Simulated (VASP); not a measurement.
Write the native input for VASP 6.6.1 that does the following.

* Task: single point
* Functional: LDA
* Potentials or basis: VASP PAW LDA potentials, release 64 (Si, O)
* Cutoff: 520 eV
* k mesh: 4 × 4 × 8
* Occupations: gaussian, width 0.02 eV
* Spin: no spin polarisation
* Dipole correction: no
* Further INCAR settings: ALGO = Normal; EDIFF = 1e-06; NBANDS = 25

The structure of SiO2 (vib) lies in POSCAR:

```
SiO2
1.0
    4.1549901313      0.0000000000      0.0000000000
    0.0000000000      4.1549901313      0.0000000000
    0.0000000000      0.0000000000      2.6613346451
Si O
2 4
Direct
    0.0000000000      0.0000000000      0.0000000000
    0.5000000000      0.5000000000      0.5000000000
    0.3055708791      0.3055708791      0.0000000000
    0.1944291209      0.8055708791      0.5000000000
    0.6944291209      0.6944291209      0.0000000000
    0.8055708791      0.1944291209      0.5000000000
```

The input as run:

INCAR

```
PREC = Accurate
ENCUT = 520
EDIFF = 1E-6
ISMEAR = 0
SIGMA = 0.02
LREAL = False
LASPH = True
NELM = 100
ALGO = Normal
ISIF = 2
LWAVE = False
LCHARG = False
NBANDS = 25
```

KPOINTS

```
Automatic mesh
0
Gamma
  4 4 8
```

Potentials or basis: VASP PAW LDA potentials, release 64 (Si, O).

Launch:

```console
$ cat potpaw_LDA.64/Si/POTCAR potpaw_LDA.64/O/POTCAR > POTCAR
$ mpirun -np 1 vasp_std > vasp.out
```

It gave:

```
Pressure               : 1.1 GPa
Largest force          : 0.034 eV/Å
Band gap on the k mesh : 5.82 eV, direct
```

Wall time 7.9 s on 1 thread of Intel(R) Xeon(R) 6975P-C (Granite Rapids), on a shared host, peak memory 0.15 GiB.
